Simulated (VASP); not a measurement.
# WSe2 (P1) in VASP: single point with PBE+D3(BJ)

Aim: the single point of WSe2 with PBE+D3(BJ).

All numbers are computed with VASP 6.6.1; they aren't measurements. Logs are shortened: lines on timing, memory, paths and dates and some standing lists are left out, and cuts for length are marked.

## Step 1: The cell of the first run

The typed cell holds 6 atoms: a = 3.279 Å, b = 3.279 Å, c = 12.789 Å, α = 90.00°, β = 90.00°, γ = 120.00°.

## Step 2: Single point, PBE+D3(BJ) (atom 3 (Se) moved -0.450 Å along Cartesian [1 1 0])

INCAR

```
  ALGO = Normal
  EDIFF = 1E-6
  ENCUT = 520
  GGA = PE
  ISIF = 2
  ISMEAR = 0
  IVDW = 12
  LASPH = T
  LCHARG = F
  LREAL = F
  LWAVE = F
  NBANDS = 35
  NELM = 80
  PREC = Accurate
  SIGMA = 0.05
```

KPOINTS

```
k-points
0
Gamma
  12 12 2
```

POSCAR

```
WSe2
1.0
    3.2790275592      0.0000000000      0.0000000000
   -1.6395137796      2.8397211660      0.0000000000
    0.0000000000      0.0000000000     12.7886113051
W Se
2 4
Direct
    0.3333333333      0.6666666667      0.2500000000
    0.6666666667      0.3333333333      0.7500000000
    0.1802666777      0.5546140978      0.6182912222
    0.6666666667      0.3333333333      0.1182912222
    0.3333333333      0.6666666667      0.8817087778
    0.6666666667      0.3333333333      0.3817087778
```

Potentials or basis: VASP PAW PBE potentials, release 64 (W_sv, Se).

Command:

```console
> cat potpaw_PBE.64/W_sv/POTCAR potpaw_PBE.64/Se/POTCAR > POTCAR
> mpirun -np 1 vasp_std > vasp.out
```

OUTCAR:

```text
EDIFF = 1E-6
   ENCUT = 520
   GGA = PE
   ISIF = 2
   ISMEAR = 0
   IVDW = 12
   LASPH = T
   LREAL = F
   NELM = 80
   PREC = Accurate
 IVDW          = 12

 ion  position               nearest neighbor table
   1  0.333  0.667  0.250-   4 2.53   6 2.53   4 2.53   6 2.53   4 2.53   6 2.53
   2  0.667  0.333  0.750-   3 2.23   5 2.53   5 2.53   5 2.53   3 2.66   3 2.80
   3  0.180  0.555  0.618-   2 2.23   2 2.66   2 2.80
   4  0.667  0.333  0.118-   1 2.53   1 2.53   1 2.53
   5  0.333  0.667  0.882-   2 2.53   2 2.53   2 2.53
   6  0.667  0.333  0.382-   1 2.53   1 2.53   1 2.53

  LATTYP: Found a hexagonal cell.
 ALAT       =     3.2790275592
 C/A-ratio  =     3.9001231537

  Lattice vectors:

 A1 = (   3.2790275592,   0.0000000000,   0.0000000000)
 A2 = (  -1.6395137796,   2.8397211660,   0.0000000000)
 A3 = (   0.0000000000,   0.0000000000,  12.7886113051)

Analysis of symmetry for initial positions (statically):
=====================================================================
 Subroutine PRICEL returns:
 Original cell was already a primitive cell.

 Routine SETGRP: Setting up the symmetry group for a
 hexagonal supercell.

 Subroutine GETGRP returns: Found  1 space group operations
 (whereof  1 operations were pure point group operations)
 out of a pool of 24 trial point group operations.

The static configuration has the point symmetry C_1 .

Analysis of symmetry for dynamics (positions and initial velocities):
=====================================================================
 Subroutine PRICEL returns:
 Original cell was already a primitive cell.

 Routine SETGRP: Setting up the symmetry group for a
 hexagonal supercell.

 Subroutine GETGRP returns: Found  1 space group operations
 (whereof  1 operations were pure point group operations)
 out of a pool of 24 trial point group operations.

The dynamic configuration has the point symmetry C_1 .

 Subroutine INISYM returns: Found  1 space group operations
 (whereof  1 operations are pure point group operations),
 and found     1 'primitive' translations

----------------------------------------------------------------------------------------

                                     Primitive cell

  volume of cell :     119.0815

  direct lattice vectors                    reciprocal lattice vectors
     3.279027559  0.000000000  0.000000000     0.304968465  0.176073625  0.000000000
    -1.639513780  2.839721166  0.000000000     0.000000000  0.352147250  0.000000000
     0.000000000  0.000000000 12.788611305     0.000000000  0.000000000  0.078194573

  length of vectors
     3.279027559  3.279027559 12.788611305     0.352147250  0.352147250  0.078194573

  position of ions in fractional coordinates (direct lattice)
     0.333333333  0.666666667  0.250000000
     0.666666667  0.333333333  0.750000000
     0.180266678  0.554614098  0.618291222
     0.666666667  0.333333333  0.118291222
     0.333333333  0.666666667  0.881708778
     0.666666667  0.333333333  0.381708778

  ion indices of the primitive-cell ions
   primitive index   ion index
                 1           1
                 2           2
                 3           3
                 4           4
                 5           5
                 6           6

----------------------------------------------------------------------------------------

 KPOINTS: k-points

Automatic generation of k-mesh.
 Grid dimensions read from file:
 generate k-points for:   12   12    2

 Generating k-lattice:

  Cartesian coordinates                     Fractional coordinates (reciprocal lattice)
     0.025414039  0.014672802  0.000000000     0.083333333 -0.000000000  0.000000000
     0.000000000  0.029345604  0.000000000     0.000000000  0.083333333  0.000000000
     0.000000000  0.000000000  0.039097286     0.000000000  0.000000000  0.500000000

  Length of vectors
     0.029345604  0.029345604  0.039097286

  Shift w.r.t. Gamma in fractional coordinates (k-lattice)
     0.000000000  0.000000000  0.000000000

 Subroutine IBZKPT returns following result:
 ===========================================

 Found    148 irreducible k-points:

 Following reciprocal coordinates:
            Coordinates               Weight
  0.000000  0.000000  0.000000      1.000000
  0.083333  0.000000  0.000000      2.000000
  0.000000  0.083333  0.000000      2.000000
 -0.083333  0.083333  0.000000      2.000000
  0.166667  0.000000  0.000000      2.000000
  0.000000  0.166667  0.000000      2.000000
[... 16 lines left out ...]
  0.166667  0.083333  0.000000      2.000000
 -0.083333  0.250000  0.000000      2.000000
 [... further k-points ...]
   k-points           NKPTS =    148   k-points in BZ     NKDIM =    148   number of bands    NBANDS=     35
   number of dos      NEDOS =    301   number of ions     NIONS =      6
   total plane-waves  NPLWV =  55296
   dimension x,y,z NGX =    24 NGY =   24 NGZ =   96
   dimension x,y,z NGXF=    48 NGYF=   48 NGZF=  192
   ions per type =               2   4
   NGX,Y,Z   is equivalent  to a cutoff of  12.17, 12.17, 12.48 a.u.
   NGXF,Y,Z  is equivalent  to a cutoff of  24.34, 24.34, 24.96 a.u.
 SYSTEM =  unknown system
   PREC   = accura    normal or accurate (medium, high low for compatibility)
   ISTART =      0    job   : 0-new  1-cont  2-samecut
   ICHARG =      2    charge: 1-file 2-atom 10-const
   ISPIN  =      1    spin polarized calculation?
   LNONCOLLINEAR =      F non collinear calculations
   LSORBIT =      F    spin-orbit coupling
   LASPH  =      T    aspherical Exc in radial PAW
   ENCUT  =  520.0 eV  38.22 Ry    6.18 a.u.   6.10  6.10 23.78*2*pi/ulx,y,z
   NELM   =     80;   NELMIN=  2; NELMDL= -5     # of ELM steps
   EDIFF  = 0.1E-05   stopping-criterion for ELM
   LREAL  =      F    real-space projection
[... 7 lines left out ...]
   TEBEG  =    0.0;   TEEND  =   0.0 temperature during run
   PSTRESS=    0.0 pullay stress
   NELECT =      52.0000    total number of electrons
   NUPDOWN=      -1.0000    fix difference up-down
   EMIN   =  10.00;   EMAX   =-10.00  energy-range for DOS
   EFERMI =   0.00;   METHOD = LEGACY
   ISMEAR =     0;   SIGMA  =   0.05  broadening in eV -4-tet -1-fermi 0-gaus
   EFERMI_NEDOS =   21; number of points for ismear=-14 and -15
   IALGO  =     38    algorithm
   IMIX   =      4    mixing-type and parameters
     AMIX     =   0.40;   BMIX     =  1.00
     AMIX_MAG =   1.60;   BMIX_MAG =  1.00
  volume/ion in A,a.u.               =      19.85       133.93
  Fermi-wavevector in a.u.,A,eV,Ry     =   1.242018  2.347074 20.988466  1.542609
  Thomas-Fermi vector in A             =   2.376391
   LORBIT       =      0    0 simple, 1 ext, 2 COOP (PROOUT), +10 PAW based schemes
   GGA     = PE    functional components
   LHFCALC =     F    Hartree Fock is set to
   AEXX    =    0.0000 exact exchange contribution
   IVDW    =    12    specifies the selected vdW correction
   LEPSILON=     F    determine dielectric tensor
   LRPA    =     F    only Hartree local field effects (RPA)
 non-spin polarized calculation
 Gauss-broadening in eV      SIGMA  =   0.05
  energy-cutoff  :      520.00
  volume of cell :      119.08
 maximum number of plane-waves:      3248
   NGX = 13   NGY = 13   NGZ = 47

 number of electron      51.9999989 magnetization

 Free energy of the ion-electron system (eV)
  ---------------------------------------------------
  ext. energy  EPLUGINS =         0.00000000
  ---------------------------------------------------
  free energy    TOTEN  =       -42.06792398 eV

  energy without entropy =      -42.06792398  energy(sigma->0) =      -42.06792398

 E-fermi :   6.8174     XC(G=0): -10.8921

 val. band max:        6.5440237446   @ k =   0.0000   0.0000   0.0000
 cond. band min:       7.3831806688   @ k =  -0.1667   0.3333   0.0000
 fundamental gap:      0.8391569241
 Fermi energy:         6.8173583827

 k-point     1 :       0.0000    0.0000    0.0000
  band No.  band energies     occupation
      1     -67.8244      2.00000
      2     -67.7599      2.00000
      3     -32.1069      2.00000
      4     -32.0758      2.00000
      5     -31.9384      2.00000
      6     -31.9372      2.00000
[... 27 lines left out ...]
     34       9.9879      0.00000
     35      11.2959      0.00000

 k-point     2 :       0.0833    0.0000    0.0000
  band No.  band energies     occupation
      1     -67.8237      2.00000
      2     -67.7592      2.00000
      3     -32.1045      2.00000
      4     -32.0727      2.00000
      5     -31.9547      2.00000
      6     -31.9411      2.00000
[... 27 lines left out ...]
     34       9.8676      0.00000
     35      11.8371      0.00000

 k-point     3 :       0.0000    0.0833    0.0000
  band No.  band energies     occupation
      1     -67.8237      2.00000
      2     -67.7592      2.00000
      3     -32.1042      2.00000
      4     -32.0727      2.00000
      5     -31.9537      2.00000
      6     -31.9420      2.00000
[... 27 lines left out ...]
     34       9.9653      0.00000
     35      11.8727      0.00000
[... 723 lines left out ...]
 k-point    23 :       0.1667    0.0833    0.0000
  band No.  band energies     occupation
      1     -67.8200      2.00000
      2     -67.7555      2.00000
      3     -32.0965      2.00000
      4     -32.0569      2.00000
      5     -32.0340      2.00000
      6     -32.0011      2.00000
[... 27 lines left out ...]
     34      10.4389      0.00000
     35      13.2191      0.00000

 k-point    24 :      -0.0833    0.2500    0.0000
  band No.  band energies     occupation
      1     -67.8200      2.00000
      2     -67.7556      2.00000
      3     -32.0917      2.00000
      4     -32.0569      2.00000
      5     -32.0330      2.00000
      6     -31.9645      2.00000
[... 27 lines left out ...]
     34      10.4091      0.00000
     35      13.2326      0.00000

 [... further k-points ...]

------------------------ aborting loop because EDIFF is reached ----------------------------------------

 Edisp (eV)   -2.85365

 E8    (eV) :    -1.2730

  FORCE on cell =-STRESS in cart. coord.  units (eV):
  Direction    XX          YY          ZZ          XY          YZ          ZX
  --------------------------------------------------------------------------------------
  -------------------------------------------------------------------------------------
  Total       2.70836     0.09379     4.95186     1.13699    -4.12936    -6.38823
  in kB      36.43952     1.26185    66.62457    15.29756   -55.55827   -85.95018
  external pressure =       34.78 kB  Pullay stress =        0.00 kB

 VOLUME and BASIS-vectors are now :
 -----------------------------------------------------------------------------
  energy-cutoff  :      520.00
  volume of cell :      119.08
      direct lattice vectors                 reciprocal lattice vectors
     3.279027559  0.000000000  0.000000000     0.304968465  0.176073625  0.000000000
    -1.639513780  2.839721166  0.000000000     0.000000000  0.352147250  0.000000000
     0.000000000  0.000000000 12.788611305     0.000000000  0.000000000  0.078194573

 POSITION                                       TOTAL-FORCE (eV/Angst)
 -----------------------------------------------------------------------------------
     -0.00000      1.89315      3.19715        -0.025675     -0.019414      0.009288
      1.63951      0.94657      9.59146        -3.679288     -2.715689      2.576257
     -0.31820      1.57495      7.90709         3.862814      2.682749     -2.693605
      1.63951      0.94657      1.51278         0.008348      0.005779     -0.049840
     -0.00000      1.89315     11.27583        -0.128295      0.075278      0.129799
      1.63951      0.94657      4.88153        -0.037903     -0.028702      0.028101
 -----------------------------------------------------------------------------------
    total drift:                                0.000065      0.000071      0.000121

  FREE ENERGIE OF THE ION-ELECTRON SYSTEM (eV)
  ---------------------------------------------------
  free  energy   TOTEN  =       -44.9215745259 eV

  energy  without entropy=      -44.9215745259  energy(sigma->0) =      -44.92157453
```

It took 9.3 min on 1 thread of Intel Xeon 8259CL, shared host; peak memory 0.6 GiB.

Results:

```yaml
Free_energy: -44.9216 eV
Pressure: 3.5 GPa
Largest_force: 5.420 eV/Å
Band_gap_on_the_k_mesh: 0.84 eV (least direct gap 1.38 eV)
Dispersion_energy_per_atom: -0.476 eV
```

Forces in eV/Å, atoms in the order of the input:
```
W   -0.026 -0.019  0.009
W   -3.679 -2.716  2.576
Se   3.863  2.683 -2.694
Se   0.008  0.006 -0.050
Se  -0.128  0.075  0.130
Se  -0.038 -0.029  0.028
```

Levels at points of the mesh, in eV from the valence-band top:
```
           k point  band 24  band 25  band 26  band 27  band 28  band 29
(0.00, 0.00, 0.00)    -0.90    -0.58     0.00     1.38     2.12     2.63
(0.50, 0.00, 0.00)    -1.39    -1.30    -0.94     2.02     2.15     2.30
(0.00, 0.50, 0.00)    -1.40    -1.25    -0.41     2.00     2.14     2.20
(0.50, 0.50, 0.00)    -1.42    -1.26    -0.25     1.82     2.14     2.27
(0.00, 0.00, 0.50)    -0.65    -0.30    -0.08     1.38     2.14     2.63
(0.50, 0.00, 0.50)    -1.38    -1.25    -1.01     2.02     2.15     2.47
(0.00, 0.50, 0.50)    -1.42    -1.24    -0.43     2.06     2.15     2.37
(0.50, 0.50, 0.50)    -1.42    -1.24    -0.26     1.86     2.15     2.36
```

Caveat: the cell differs from its parent crystal (atom 3 (Se) moved -0.450 Å along Cartesian [1 1 0]); the stress differs along the axes, from 0 to 7 GPa; spin-orbit coupling is left out, which moves the levels of the heavy elements; forces of over 1 eV/Å act on the atoms, so gaps and moduli don't describe the material at rest. A k mesh can miss the band edges.
